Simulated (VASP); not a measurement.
# Bi (Im-3m) in VASP: further runs, part 2 of 2

VASP 6.6.1. Earlier steps stand in the parts before.

### Step 5. Single point, LDA

Input file INCAR:

```
ALGO = Normal
EDIFF = 1E-6
ENCUT = 520
ISIF = 2
ISMEAR = -1
LASPH = True
LCHARG = False
LREAL = False
LWAVE = False
NBANDS = 14
NELM = 100
PREC = Accurate
SIGMA = 0.1
```

Input file KPOINTS:

```
k-points
0
Gamma
  16 16 16
```

Input file POSCAR:

```
Bi
1.0
   -1.7521228356      1.7521228356      1.7521228356
    1.7521228356     -1.7521228356      1.7521228356
    1.7521228356      1.7521228356     -1.7521228356
Bi
1
Direct
    0.0000000000      0.0000000000      0.0000000000
```

Potentials or basis: VASP PAW LDA potentials, release 64 (Bi_d).

The run is started by

```bash
$ cat potpaw_LDA.64/Bi_d/POTCAR > POTCAR
$ mpirun -np 1 vasp_std > vasp.out
```

OUTCAR:

```text
EDIFF = 1E-6
   ENCUT = 520
   ISIF = 2
   ISMEAR = -1
   LASPH = True
   LREAL = False
   NELM = 100
   PREC = Accurate

 ion  position               nearest neighbor table
   1  0.000  0.000  0.000-

  LATTYP: Found a body centered cubic cell.
 ALAT       =     3.5042456712

  Lattice vectors:

 A1 = (  -1.7521228356,   1.7521228356,   1.7521228356)
 A2 = (   1.7521228356,  -1.7521228356,   1.7521228356)
 A3 = (   1.7521228356,   1.7521228356,  -1.7521228356)

Analysis of symmetry for initial positions (statically):
=====================================================================
 Subroutine PRICEL returns:
 Original cell was already a primitive cell.

 Routine SETGRP: Setting up the symmetry group for a
 body centered cubic supercell.

 Subroutine GETGRP returns: Found 48 space group operations
 (whereof 48 operations were pure point group operations)
 out of a pool of 48 trial point group operations.

The static configuration has the point symmetry O_h .

Analysis of symmetry for dynamics (positions and initial velocities):
[... 160 lines left out ...]
 fundamental gap:      0.0802685799
 Fermi energy:        13.2148361337

 k-point     1 :       0.0000    0.0000    0.0000
  band No.  band energies     occupation
      1     -10.3547      2.00000
      2     -10.3547      2.00000
      3     -10.3547      2.00000
      4      -9.9463      2.00000
      5      -9.9463      2.00000
      6      -3.6068      2.00000
      7      21.5228      0.00000
      8      21.5228      0.00000
      9      21.5228      0.00000
     10      23.4833      0.00000
     11      23.4833      0.00000
     12      23.4833      0.00000
     13      27.8450      0.00000
     14      27.8450      0.00000
[... 377 lines left out ...]
      1     -10.4237      2.00000
      2     -10.2709      2.00000
      3     -10.0112      2.00000
      4      -9.9877      2.00000
      5      -9.8538      2.00000
      6       0.3120      2.00000
      7       9.5496      2.00000
      8      12.7914      1.97145
      9      17.0565      0.00000
     10      23.1127      0.00000
     11      24.2179      0.00000
     12      27.0299      0.00000
     13      29.3594      0.00000
     14      29.8534      0.00000

 [... further k-points ...]
[... 5 lines left out ...]
  --------------------------------------------------------------------------------------
  -------------------------------------------------------------------------------------
  Total        5.5329597      5.5329597      5.5329597     -0.0000000      0.0000000     -0.0000000
  in kB      412.0163459    412.0163459    412.0163459     -0.0000000      0.0000000     -0.0000000
  external PRESSURE =     412.0163459 kB  Pullay stress =       0.0000000 kB

 VOLUME and BASIS-vectors are now :
 -----------------------------------------------------------------------------
  energy-cutoff  :      520.00
  volume of cell :       21.52
      direct lattice vectors                 reciprocal lattice vectors
    -1.752122836  1.752122836  1.752122836     0.000000000  0.285368120  0.285368120
     1.752122836 -1.752122836  1.752122836     0.285368120  0.000000000  0.285368120
     1.752122836  1.752122836 -1.752122836     0.285368120  0.285368120  0.000000000

 POSITION                                       TOTAL-FORCE (eV/Angst)
 -----------------------------------------------------------------------------------
      0.00000      0.00000      0.00000        -0.000000     -0.000000     -0.000000
 -----------------------------------------------------------------------------------
    total drift:                                0.000000      0.000000     -0.000000

  FREE ENERGIE OF THE ION-ELECTRON SYSTEM (eV)
  ---------------------------------------------------
  free  energy   TOTEN  =        -3.7183362917 eV

  energy  without entropy=       -3.7013222188  energy(sigma->0) =       -3.70982926
```

stdout:

```text
POSCAR found type information on POSCAR Bi
 POSCAR found :  1 types and       1 ions
 scaLAPACK will be used
 LDA part: xc-table for (Slater(with rela. corr.)+CA(PZ))
 , standard interpolation
 POSCAR, INCAR and KPOINTS ok, starting setup
 FFT: planning ... GRIDC
 FFT: planning ... GRID_SOFT
 FFT: planning ... GRID
 WAVECAR not read
 entering main loop
```

Wall time 9.5 s (1 thread of Intel Xeon 6975P-C (Granite Rapids), shared host); peak memory 0.15 GiB.

What came out:

* Free energy: -3.7183 eV
* Pressure: 41.2 GPa

Caveat: spin-orbit coupling is left out, which moves the levels of the heavy elements.

### Step 6. Relaxation of cell and atoms, LDA, target pressure 40.8 GPa, at which the enthalpy is minimised

Input file INCAR:

```
ALGO = Normal
EDIFF = 1E-7
EDIFFG = -0.002
ENCUT = 600
IBRION = 2
ISIF = 3
ISMEAR = -1
LASPH = T
LCHARG = F
LREAL = F
LWAVE = F
NELM = 100
NSW = 80
PREC = Accurate
PSTRESS = 408.0
SIGMA = 0.1
```

KPOINTS is that of step 5.

Input file POSCAR:

```
Bi
1.0
   -1.7514061410      1.7514061410      1.7514061410
    1.7514061410     -1.7514061410      1.7514061410
    1.7514061410      1.7514061410     -1.7514061410
Bi
1
Direct
    0.0000000000      0.0000000000      0.0000000000
```

Potentials or basis: VASP PAW LDA potentials, release 64 (Bi_d).

The run is started by

```bash
$ cat potpaw_LDA.64/Bi_d/POTCAR > POTCAR
$ mpirun -np 1 vasp_std > vasp.out
```

OUTCAR:

```text
EDIFF = 1E-7
   EDIFFG = -0.002
   ENCUT = 600
   IBRION = 2
   ISIF = 3
   ISMEAR = -1
   LASPH = T
   LREAL = F
   NELM = 100
   NSW = 80
   PREC = Accurate
   PSTRESS = 408.0

 ion  position               nearest neighbor table
   1  0.000  0.000  0.000-

  LATTYP: Found a body centered cubic cell.
 ALAT       =     3.5028122820

  Lattice vectors:

 A1 = (  -1.7514061410,   1.7514061410,   1.7514061410)
 A2 = (   1.7514061410,  -1.7514061410,   1.7514061410)
 A3 = (   1.7514061410,   1.7514061410,  -1.7514061410)

Analysis of symmetry for initial positions (statically):
=====================================================================
 Subroutine PRICEL returns:
 Original cell was already a primitive cell.

 Routine SETGRP: Setting up the symmetry group for a
 body centered cubic supercell.
[... 255 lines left out ...]

 k-point     1 :       0.0000    0.0000    0.0000
  band No.  band energies     occupation
      1     -10.3865      2.00000
      2     -10.3865      2.00000
      3     -10.3865      2.00000
      4      -9.9806      2.00000
      5      -9.9806      2.00000
      6      -3.6212      2.00000
      7      21.4622      0.00000
      8      21.4622      0.00000
      9      21.4622      0.00000
     10      23.4495      0.00000
     11      23.4495      0.00000
[... 309 lines left out ...]
 k-point    24 :       0.2500    0.1875   -0.0000
  band No.  band energies     occupation
      1     -10.4549      2.00000
      2     -10.3030      2.00000
      3     -10.0452      2.00000
      4     -10.0218      2.00000
      5      -9.8887      2.00000
      6       0.2875      2.00000
      7       9.5149      2.00000
      8      12.7554      1.97060
      9      17.0136      0.00000
     10      23.0654      0.00000
     11      24.1686      0.00000

 [... further k-points ...]

------------------------ aborting loop because EDIFF is reached ----------------------------------------

  FORCE on cell =-STRESS in cart. coord.  units (eV):
  Direction    XX          YY          ZZ          XY          YZ          ZX
  --------------------------------------------------------------------------------------
  -------------------------------------------------------------------------------------
  Total        5.4904992      5.4904992      5.4904992     -0.0000000     -0.0000000      0.0000000
  in kB      407.9897384    407.9897384    407.9897384     -0.0000000     -0.0000000      0.0000000
  external PRESSURE =      -0.0102616 kB  Pullay stress =     408.0000000 kB
[... 20 lines left out ...]
  energy  without entropy=       -3.7130602055  energy(sigma->0) =       -3.72159580

  enthalpy is  TOTEN    =         1.7605059419 eV   P V=        5.4906373347

 reached required accuracy - stopping structural energy minimisation
```

CONTCAR:

```text
Bi
   1.00000000000000
    -1.7533598693631338    1.7533598693631338    1.7533598693631338
     1.7533598693631338   -1.7533598693631338    1.7533598693631338
     1.7533598693631338    1.7533598693631338   -1.7533598693631338
  Bi
     1
Direct
     0.0000000000000000    0.0000000000000000    0.0000000000000000

  0.00000000E+00  0.00000000E+00  0.00000000E+00
```

It took 19 s on 1 thread of Intel Xeon 6975P-C (Granite Rapids), shared host; peak memory 0.16 GiB.

Results:

* Free energy: -3.7301 eV
* Relaxed volume: 21.56 Å³/atom
* Relaxed cell: a = 3.037 Å, b = 3.037 Å, c = 3.037 Å, α = 109.47°, β = 109.47°, γ = 109.47°
* Space group after relaxing (to 0.05 Å): Im-3m (No. 229)
* Energy change on relaxing (the enthalpy is what falls): -18.5 meV/atom
* Ionic steps: 3
* Pressure after relaxing: 40.8 GPa

Step by step:
```csv
step,energy change (eV),largest force (eV/Å),pressure (GPa),volume (Å³)
1,0.0000,0.0000,41.55,21.49
2,-0.0781,0.0000,38.34,21.80
3,-0.0185,0.0000,40.80,21.56
```

Final structure:
```xyz
1
Lattice="-1.7534 1.7534 1.7534 1.7534 -1.7534 1.7534 1.7534 1.7534 -1.7534" Properties=species:S:1:pos:R:3 pbc="T T T"
Bi    0.0000    0.0000    0.0000
```

Caveat: the cell is relaxed towards a set pressure, so the enthalpy falls and the energy may rise; spin-orbit coupling is left out, which moves the levels of the heavy elements.

### Step 7. Overview

| task | cell | k mesh | cutoff (eV) | smearing | gap on the mesh (eV) | pressure (GPa) |
| --- | --- | --- | --- | --- | --- | --- |
| relaxation of cell and atoms | relaxed to 40.8 GPa from a = 3.034 Å, angles 109.5°, 1 atom | 8 × 8 × 8 | 600 | gaussian 0.1 eV | none | 40.8 |
| relaxation of cell and atoms | relaxed to 40.8 GPa from a = 3.432 Å, angles 109.5°, 1 atom | 8 × 8 × 8 | 600 | gaussian 0.1 eV | none | 40.6 |
| single point | a = 3.035 Å, angles 109.5°, 1 atom | 16 × 16 × 16 | 520 | fermi-dirac 0.1 eV | none | 41.2 |
| relaxation of cell and atoms | relaxed to 40.8 GPa from a = 3.034 Å, angles 109.5°, 1 atom | 16 × 16 × 16 | 600 | fermi-dirac 0.1 eV | none | 40.8 |

Alike in all rows: level LDA; potentials or basis VASP PAW LDA potentials, release 64 (Bi_d); no spin polarisation.

Caveats: spin-orbit coupling is left out, which moves the levels of the heavy elements; the cell is relaxed towards a set pressure, so the enthalpy falls and the energy may rise (some runs); the volume moved by over 15 % at a fixed basis, so the end points are rough (some runs).

Absolute energies hang on the potentials; compare differences alone.
